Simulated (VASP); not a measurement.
# HfTa (Cmcm) in VASP: further runs

The runs below take HfTa through single point, with PBE.

Everything below comes from runs of VASP 6.6.1. Logs are shortened: lines on timing, memory, paths and dates and some standing lists are left out, and cuts for length are marked.

## 1. The cell of the first run

It takes space group Cmcm (No. 63, orthorhombic). Conventional cell: a = 5.095 Å, b = 10.594 Å, c = 3.087 Å, α = 90.00°, β = 90.00°, γ = 90.00°. Hf (site symmetry m2m) has 7 Ta at 2.85 to 3.53 Å and 4 Hf at 3.02 to 3.09 Å within 3.8 Å. Within 3.6 Å of Ta (site symmetry m2m) lie 4 Ta at 2.76 to 3.09 Å and 7 Hf at 2.85 to 3.53 Å.

## 2. Single point, PBE

INCAR reads:

```
PREC = Accurate
ENCUT = 520
EDIFF = 1E-6
ISMEAR = 0
SIGMA = 0.1
LREAL = F
LASPH = T
NELM = 80
ALGO = Fast
ISIF = 2
LWAVE = F
LCHARG = F
GGA = PE
NBANDS = 29
```

KPOINTS reads:

```
regular mesh
0
Gamma
  4 4 4
```

POSCAR reads:

```
HfTa
1.0
    2.5475320282     -5.2970885597      0.0000000000
    2.5475320282      5.2970885597      0.0000000000
    0.0000000000      0.0000000000      3.0866641356
Hf Ta
2 2
Direct
    0.6225819309      0.3774180691      0.2500000000
    0.3774180691      0.6225819309      0.7500000000
    0.8918873765      0.1081126235      0.2500000000
    0.1081126235      0.8918873765      0.7500000000
```

Potentials or basis: VASP PAW PBE potentials, release 64 (Hf_pv, Ta_pv).

Command:

```bash
$ cat potpaw_PBE.64/Hf_pv/POTCAR potpaw_PBE.64/Ta_pv/POTCAR > POTCAR
$ mpirun -np 1 vasp_std > vasp.out
```

OUTCAR:

```text
PREC = Accurate
   ENCUT = 520
   EDIFF = 1E-6
   ISMEAR = 0
   LREAL = F
   LASPH = T
   NELM = 80
   ISIF = 2
   GGA = PE

 ion  position               nearest neighbor table
   1  0.623  0.377  0.250-   3 2.85   4 2.98   4 2.98   4 2.98   4 2.98   2 3.02   2 3.02   3 3.53
                             3 3.53
   2  0.377  0.623  0.750-   4 2.85   3 2.98   3 2.98   3 2.98   3 2.98   1 3.02   1 3.02   4 3.53
                             4 3.53
   3  0.892  0.108  0.250-   4 2.76   4 2.76   1 2.85   2 2.98   2 2.98   2 2.98   2 2.98   1 3.53
                             1 3.53
   4  0.108  0.892  0.750-   3 2.76   3 2.76   2 2.85   1 2.98   1 2.98   1 2.98   1 2.98   2 3.53
                             2 3.53

  LATTYP: Found a base centered orthorhombic cell.
 ALAT       =     5.0950640564
 B/A-ratio  =     2.0793020465
 C/A-ratio  =     0.6058145887

  Lattice vectors:

 A1 = (   2.5475320282,  -5.2970885597,   0.0000000000)
 A2 = (   2.5475320282,   5.2970885597,   0.0000000000)
 A3 = (   0.0000000000,   0.0000000000,   3.0866641356)

Analysis of symmetry for initial positions (statically):
=====================================================================
 Subroutine PRICEL returns:
 Original cell was already a primitive cell.

 Routine SETGRP: Setting up the symmetry group for a
 base centered orthorhombic supercell.

 Subroutine GETGRP returns: Found  8 space group operations
 (whereof  4 operations were pure point group operations)
 out of a pool of  8 trial point group operations.

The static configuration has the point symmetry C_2h.
 The point group associated with its full space group is D_2h.

Analysis of symmetry for dynamics (positions and initial velocities):
=====================================================================
 Subroutine PRICEL returns:
 Original cell was already a primitive cell.

 Routine SETGRP: Setting up the symmetry group for a
 base centered orthorhombic supercell.

 Subroutine GETGRP returns: Found  8 space group operations
 (whereof  4 operations were pure point group operations)
 out of a pool of  8 trial point group operations.

The dynamic configuration has the point symmetry C_2h.
 The point group associated with its full space group is D_2h.

 Subroutine INISYM returns: Found  8 space group operations
 (whereof  4 operations are pure point group operations),
 and found     1 'primitive' translations

----------------------------------------------------------------------------------------

                                     Primitive cell

  volume of cell :      83.3060

  direct lattice vectors                    reciprocal lattice vectors
     2.547532028 -5.297088560  0.000000000     0.196268386 -0.094391475  0.000000000
     2.547532028  5.297088560  0.000000000     0.196268386  0.094391475  0.000000000
     0.000000000  0.000000000  3.086664136     0.000000000  0.000000000  0.323974348

  length of vectors
     5.877845408  5.877845408  3.086664136     0.217786661  0.217786661  0.323974348

  position of ions in fractional coordinates (direct lattice)
     0.622581931  0.377418069  0.250000000
     0.377418069  0.622581931  0.750000000
     0.891887377  0.108112623  0.250000000
     0.108112623  0.891887377  0.750000000

  ion indices of the primitive-cell ions
   primitive index   ion index
                 1           1
                 2           2
                 3           3
                 4           4

----------------------------------------------------------------------------------------

 KPOINTS: regular mesh

Automatic generation of k-mesh.
 Grid dimensions read from file:
 generate k-points for:    4    4    4

 Generating k-lattice:

  Cartesian coordinates                     Fractional coordinates (reciprocal lattice)
     0.049067097 -0.023597869  0.000000000     0.250000000  0.000000000  0.000000000
     0.049067097  0.023597869  0.000000000     0.000000000  0.250000000  0.000000000
     0.000000000  0.000000000  0.080993587     0.000000000  0.000000000  0.250000000

  Length of vectors
     0.054446665  0.054446665  0.080993587

  Shift w.r.t. Gamma in fractional coordinates (k-lattice)
     0.000000000  0.000000000  0.000000000

 Subroutine IBZKPT returns following result:
 ===========================================

 Found     21 irreducible k-points:

 Following reciprocal coordinates:
            Coordinates               Weight
  0.000000  0.000000  0.000000      1.000000
  0.250000  0.000000  0.000000      4.000000
  0.500000  0.000000  0.000000      2.000000
  0.250000  0.250000  0.000000      2.000000
  0.500000  0.250000  0.000000      4.000000
 -0.250000  0.250000  0.000000      2.000000
[... 13 lines left out ...]
 -0.250000  0.250000  0.500000      2.000000
  0.500000  0.500000  0.500000      1.000000
   k-points           NKPTS =     21   k-points in BZ     NKDIM =     21   number of bands    NBANDS=     29
   number of dos      NEDOS =    301   number of ions     NIONS =      4
   total plane-waves  NPLWV =  55296
   dimension x,y,z NGX =    48 NGY =   48 NGZ =   24
   dimension x,y,z NGXF=    96 NGYF=   96 NGZF=   48
   ions per type =               2   2
   NGX,Y,Z   is equivalent  to a cutoff of  13.58, 13.58, 12.93 a.u.
   NGXF,Y,Z  is equivalent  to a cutoff of  27.15, 27.15, 25.85 a.u.
 SYSTEM =  unknown system
   PREC   = accura    normal or accurate (medium, high low for compatibility)
   ISTART =      0    job   : 0-new  1-cont  2-samecut
   ICHARG =      2    charge: 1-file 2-atom 10-const
   ISPIN  =      1    spin polarized calculation?
   LNONCOLLINEAR =      F non collinear calculations
   LSORBIT =      F    spin-orbit coupling
   LASPH  =      T    aspherical Exc in radial PAW
   ENCUT  =  520.0 eV  38.22 Ry    6.18 a.u.  10.93 10.93  5.74*2*pi/ulx,y,z
   NELM   =     80;   NELMIN=  2; NELMDL= -5     # of ELM steps
   EDIFF  = 0.1E-05   stopping-criterion for ELM
   LREAL  =      F    real-space projection
   EDIFFG = 0.1E-04   stopping-criterion for IOM
   NSW    =      0    number of steps for IOM
   IBRION =     -1    ionic relax: 0-MD 1-quasi-New 2-CG
   NFREE  =      0    steps in history (QN), initial steepest desc. (CG)
   ISIF   =      2    stress and relaxation
   ISYM   =      2    0-nonsym 1-usesym 2-fastsym
   POTIM  = 0.5000    time-step for ionic-motion
   TEBEG  =    0.0;   TEEND  =   0.0 temperature during run
   PSTRESS=    0.0 pullay stress
   NELECT =      42.0000    total number of electrons
   NUPDOWN=      -1.0000    fix difference up-down
   EMIN   =  10.00;   EMAX   =-10.00  energy-range for DOS
   EFERMI =   0.00;   METHOD = LEGACY
   ISMEAR =     0;   SIGMA  =   0.10  broadening in eV -4-tet -1-fermi 0-gaus
   EFERMI_NEDOS =   21; number of points for ismear=-14 and -15
   IALGO  =     68    algorithm
   IMIX   =      4    mixing-type and parameters
     AMIX     =   0.40;   BMIX     =  1.00
     AMIX_MAG =   1.60;   BMIX_MAG =  1.00
  volume/ion in A,a.u.               =      20.83       140.54
  Fermi-wavevector in a.u.,A,eV,Ry     =   1.302964  2.462245 23.098827  1.697716
  Thomas-Fermi vector in A             =   2.433998
   LORBIT       =      0    0 simple, 1 ext, 2 COOP (PROOUT), +10 PAW based schemes
   GGA     = PE    functional components
   LHFCALC =     F    Hartree Fock is set to
   AEXX    =    0.0000 exact exchange contribution
   IVDW    =     0    specifies the selected vdW correction
   LEPSILON=     F    determine dielectric tensor
   LRPA    =     F    only Hartree local field effects (RPA)
 non-spin polarized calculation
 RMM-DIIS sequential band-by-band and
 Gauss-broadening in eV      SIGMA  =   0.10
  energy-cutoff  :      520.00
  volume of cell :       83.31
 maximum number of plane-waves:      2272
 NGX is ok and might be reduce to    48
   NGX = 21   NGY = 21   NGZ = 11

 number of electron      42.0000005 magnetization

 Free energy of the ion-electron system (eV)
  ---------------------------------------------------
  ext. energy  EPLUGINS =         0.00000000
  ---------------------------------------------------
  free energy    TOTEN  =       -42.19438032 eV

  energy without entropy =      -42.17023109  energy(sigma->0) =      -42.18230570

 E-fermi :   4.8685     XC(G=0): -11.7016

 val. band max:        4.8635042190   @ k =   0.5000   0.2500   0.5000
 cond. band min:       4.9371165922   @ k =   0.2500   0.0000   0.5000
 fundamental gap:      0.0736123732
 Fermi energy:         4.8684711428

 k-point     1 :       0.0000    0.0000    0.0000
  band No.  band energies     occupation
      1     -29.6621      2.00000
      2     -29.2521      2.00000
      3     -29.1368      2.00000
      4     -29.1364      2.00000
      5     -28.9560      2.00000
      6     -28.8852      2.00000
[... 21 lines left out ...]
     28       8.1736      0.00000
     29       8.4250      0.00000

 k-point     2 :       0.2500    0.0000    0.0000
  band No.  band energies     occupation
      1     -29.6547      2.00000
      2     -29.2366      2.00000
      3     -29.1347      2.00000
      4     -29.1162      2.00000
      5     -28.9616      2.00000
      6     -28.8851      2.00000
[... 21 lines left out ...]
     28       7.9742      0.00000
     29       8.2624      0.00000

 k-point     3 :       0.5000    0.0000    0.0000
  band No.  band energies     occupation
      1     -29.6471      2.00000
      2     -29.2206      2.00000
      3     -29.1326      2.00000
      4     -29.0956      2.00000
      5     -28.9677      2.00000
      6     -28.8849      2.00000
[... 21 lines left out ...]
     28       7.8714      0.00000
     29       8.5072      0.00000

 k-point     4 :       0.2500    0.2500    0.0000
  band No.  band energies     occupation
      1     -29.6478      2.00000
      2     -29.2206      2.00000
      3     -29.1326      2.00000
      4     -29.0958      2.00000
      5     -28.9663      2.00000
      6     -28.8849      2.00000
[... 501 lines left out ...]
     28       8.3611      0.00000
     29       9.6181      0.00000

 k-point    20 :      -0.2500    0.2500    0.5000
  band No.  band energies     occupation
      1     -29.6126      2.00000
      2     -29.6126      2.00000
      3     -29.1157      2.00000
      4     -29.1157      2.00000
      5     -29.0543      2.00000
      6     -29.0543      2.00000
[... 21 lines left out ...]
     28       7.7163      0.00000
     29       9.1138      0.00000

 k-point    21 :       0.5000    0.5000    0.5000
  band No.  band energies     occupation
      1     -29.6136      2.00000
      2     -29.6136      2.00000
      3     -29.1160      2.00000
      4     -29.1160      2.00000
      5     -29.0508      2.00000
      6     -29.0508      2.00000
[... 21 lines left out ...]
     28       7.3973      0.00000
     29       9.7383      0.00000

------------------------ aborting loop because EDIFF is reached ----------------------------------------

  FORCE on cell =-STRESS in cart. coord.  units (eV):
  Direction    XX          YY          ZZ          XY          YZ          ZX
  --------------------------------------------------------------------------------------
  -------------------------------------------------------------------------------------
  Total       -0.1047323     -0.1515833     -0.0997916      0.0000000      0.0000000      0.0000000
  in kB       -2.0142572     -2.9153163     -1.9192364      0.0000000      0.0000000      0.0000000
  external PRESSURE =      -2.2829367 kB  Pullay stress =       0.0000000 kB

 VOLUME and BASIS-vectors are now :
 -----------------------------------------------------------------------------
  energy-cutoff  :      520.00
  volume of cell :       83.31
      direct lattice vectors                 reciprocal lattice vectors
     2.547532028 -5.297088560  0.000000000     0.196268386 -0.094391475  0.000000000
     2.547532028  5.297088560  0.000000000     0.196268386  0.094391475  0.000000000
     0.000000000  0.000000000  3.086664136     0.000000000  0.000000000  0.323974348

 POSITION                                       TOTAL-FORCE (eV/Angst)
 -----------------------------------------------------------------------------------
      2.54753     -1.29865      0.77167         0.000000      0.011591     -0.000000
      2.54753      1.29865      2.31500         0.000000     -0.011591      0.000000
      2.54753     -4.15172      0.77167         0.000000     -0.010435     -0.000000
      2.54753      4.15172      2.31500         0.000000      0.010435      0.000000
 -----------------------------------------------------------------------------------
    total drift:                                0.000000     -0.000000      0.000000

  FREE ENERGIE OF THE ION-ELECTRON SYSTEM (eV)
  ---------------------------------------------------
  free  energy   TOTEN  =       -42.1943803156 eV

  energy  without entropy=      -42.1702310881  energy(sigma->0) =      -42.18230570
```

It took 44 s on 1 thread of Intel Xeon Platinum 8375C at 2.90GHz (Ice Lake), shared host; peak memory 0.24 GiB.

What came out:

```
Free energy            : -42.1944 eV
Pressure               : -0.2 GPa
Largest force          : 0.012 eV/Å
Band gap on the k mesh : zero (band 21 reaches 5.62 eV, above the bottom of band 22 at 4.27 eV)
```

Forces on the atoms (eV/Å):
```
Hf   0.000  0.012  0.000
Hf   0.000 -0.012  0.000
Ta   0.000 -0.010  0.000
Ta   0.000  0.010  0.000
```

Stress tensor (GPa, compression positive):
```
-0.20  0.00  0.00
 0.00 -0.29  0.00
 0.00  0.00 -0.19
```

Caveat: the k points lie up to 0.51 Å⁻¹ apart; spin-orbit coupling is left out, which moves the levels of the heavy elements.

## 3. Single point, PBE

This run uses another cell than the first one, of 20.99 Å³/atom, 1.008 times its volume.

INCAR reads:

```
  PREC = Accurate
  ENCUT = 520
  EDIFF = 1E-7
  ISMEAR = 0
  SIGMA = 0.1
  LREAL = False
  LASPH = True
  NELM = 60
  ALGO = Normal
  ISIF = 2
  LWAVE = False
  LCHARG = False
  GGA = PE
  NBANDS = 29
```

KPOINTS reads:

```
Automatic mesh
0
Gamma
  4 4 6
```

POSCAR reads:

```
HfTa
1.0
    2.5350215766     -5.2337459818      0.0000000000
    2.5350215766      5.2337459818      0.0000000000
    0.0000000000      0.0000000000      3.1633847351
Hf Ta
2 2
Direct
    0.6220086321      0.3779913679      0.7500000000
    0.3779913679      0.6220086321      0.2500000000
    0.8949726360      0.1050273640      0.7500000000
    0.1050273640      0.8949726360      0.2500000000
```

Potentials or basis: VASP PAW PBE potentials, release 64 (Hf_pv, Ta_pv).

Command:

```bash
$ cat potpaw_PBE.64/Hf_pv/POTCAR potpaw_PBE.64/Ta_pv/POTCAR > POTCAR
$ mpirun -np 1 vasp_std > vasp.out
```

Run time: 54 s. Hardware: 1 thread of Intel Xeon Platinum 8375C at 2.90GHz (Ice Lake), shared host; peak memory 0.25 GiB.

The run converged. Its results:

| Property | Result |
| --- | --- |
| Free energy | -42.1048 eV |
| Pressure | -0.2 GPa |
| Largest force | 0.017 eV/Å |
| Band gap on the k mesh | zero (band 21 reaches 5.36 eV, above the bottom of band 22 at 4.15 eV) |

Forces on the atoms (eV/Å):
```
Hf   0.000 -0.017  0.000
Hf   0.000  0.017  0.000
Ta   0.000  0.004  0.000
Ta   0.000 -0.004  0.000
```

Stress tensor (GPa, compression positive):
```
-0.18  0.00  0.00
 0.00 -0.42  0.00
 0.00  0.00 -0.09
```

Levels at points of the mesh, in eV from the Fermi level:
| k point | band 18 | band 19 | band 20 | band 21 | band 22 | band 23 | band 24 | band 25 |
| --- | --- | --- | --- | --- | --- | --- | --- | --- |
| (0.00, 0.00, 0.00) | -1.51 | -0.81 | -0.20 | 0.26 | 0.33 | 0.59 | 1.12 | 2.10 |
| (0.50, 0.00, 0.00) | -1.30 | -0.52 | 0.00 | 0.31 | 0.48 | 0.99 | 1.34 | 1.41 |
| (0.50, 0.50, 0.00) | -1.56 | -0.01 | 0.42 | 0.49 | 0.71 | 1.11 | 1.59 | 2.43 |
| (0.00, 0.00, 0.50) | -1.58 | -0.83 | -0.83 | -0.35 | -0.35 | 1.35 | 1.35 | 1.91 |
| (0.50, 0.00, 0.50) | -1.83 | -1.29 | -1.29 | 0.48 | 0.48 | 1.50 | 1.50 | 2.40 |
| (0.50, 0.50, 0.50) | -1.65 | -0.80 | -0.80 | -0.43 | -0.43 | 1.06 | 1.06 | 1.11 |

Caveat: spin-orbit coupling is left out, which moves the levels of the heavy elements.

## 4. Single point, PBE

This run uses another cell than the first one, of 21.52 Å³/atom, 1.033 times its volume.

INCAR reads:

```
  ALGO = Normal
  EDIFF = 1E-6
  ENCUT = 520
  GGA = PE
  ISIF = 2
  ISMEAR = 0
  LASPH = T
  LCHARG = F
  LREAL = F
  LWAVE = F
  NBANDS = 29
  NELM = 100
  PREC = Accurate
  SIGMA = 0.1
```

KPOINTS reads:

```
k-points
0
Gamma
  4 4 6
```

POSCAR reads:

```
HfTa
1.0
    2.2063603071     -5.1890325741      0.0000000000
    2.2063603071      5.1890325741      0.0000000000
    0.0000000000      0.0000000000      3.7589842269
Hf Ta
2 2
Direct
    0.6400000000      0.3600000000      0.2500000000
    0.3600000000      0.6400000000      0.7500000000
    0.9300000000      0.0700000000      0.2500000000
    0.0700000000      0.9300000000      0.7500000000
```

Command:

```bash
$ cat potpaw_PBE.64/Hf_pv/POTCAR potpaw_PBE.64/Ta_pv/POTCAR > POTCAR
$ mpirun -np 1 vasp_std > vasp.out
```

It took 60 s on 1 thread of Intel Xeon Platinum 8375C at 2.90GHz (Ice Lake), shared host; peak memory 0.24 GiB.

The run converged. Its results:

```
Free energy            : -40.5302 eV
Pressure               : 7.5 GPa
Largest force          : 4.852 eV/Å
Band gap on the k mesh : zero (band 21 reaches 5.15 eV, above the bottom of band 22 at 4.27 eV)
```

Forces in eV/Å, atoms in the order of the input:
```
Hf   0.000 -0.107  0.000
Hf   0.000  0.107  0.000
Ta   0.000  4.852  0.000
Ta   0.000 -4.852  0.000
```

Stress tensor (GPa, compression positive):
```
 1.29  0.00  0.00
 0.00 10.27  0.00
 0.00  0.00 10.88
```

Levels at points of the mesh, in eV from the Fermi level:
```tsv
k point	band 19	band 20	band 21	band 22	band 23	band 24
(0.00, 0.00, 0.00)	-1.19	-0.19	-0.05	0.07	0.22	1.56
(0.50, 0.00, 0.00)	-1.15	-0.86	-0.11	0.23	0.63	1.16
(0.50, 0.50, 0.00)	-1.01	-0.88	0.06	0.60	0.94	1.58
(0.00, 0.00, 0.50)	-0.61	-0.61	-0.31	-0.31	1.14	1.14
(0.50, 0.00, 0.50)	-0.39	-0.39	0.14	0.14	0.69	0.69
(0.50, 0.50, 0.50)	-1.39	-1.39	-0.32	-0.32	0.10	0.10
```

Caveat: the k points lie up to 0.39 Å⁻¹ apart; spin-orbit coupling is left out, which moves the levels of the heavy elements; forces of over 1 eV/Å act on the atoms, so gaps and moduli don't describe the material at rest.

## 5. Overview

| cell | k mesh | gap on the mesh (eV) | pressure (GPa) | largest force (eV/Å) |
| --- | --- | --- | --- | --- |
| a = 5.878, b = 5.878, c = 3.087 Å, angles 90.0, 90.0, 128.6°, 4 atoms | 4 × 4 × 4 | none | -0.2 | 0.01 |
| a = 5.815, b = 5.815, c = 3.163 Å, angles 90.0, 90.0, 128.3°, 4 atoms | 4 × 4 × 6 | none | -0.2 | 0.02 |
| a = 5.639, b = 5.639, c = 3.759 Å, angles 90.0, 90.0, 133.9°, 4 atoms | 4 × 4 × 6 | none | 7.5 | 4.85 |

Alike in all rows: task single point; level PBE; potentials or basis VASP PAW PBE potentials, release 64 (Hf_pv, Ta_pv); no spin polarisation; cutoff (eV) 520; smearing gaussian 0.1 eV.

Caveats: some runs use coarse meshes; spin-orbit coupling is left out, which moves the levels of the heavy elements; forces of over 1 eV/Å act on the atoms, so gaps and moduli don't describe the material at rest (some runs).

Absolute energies hang on the potentials; compare differences alone.
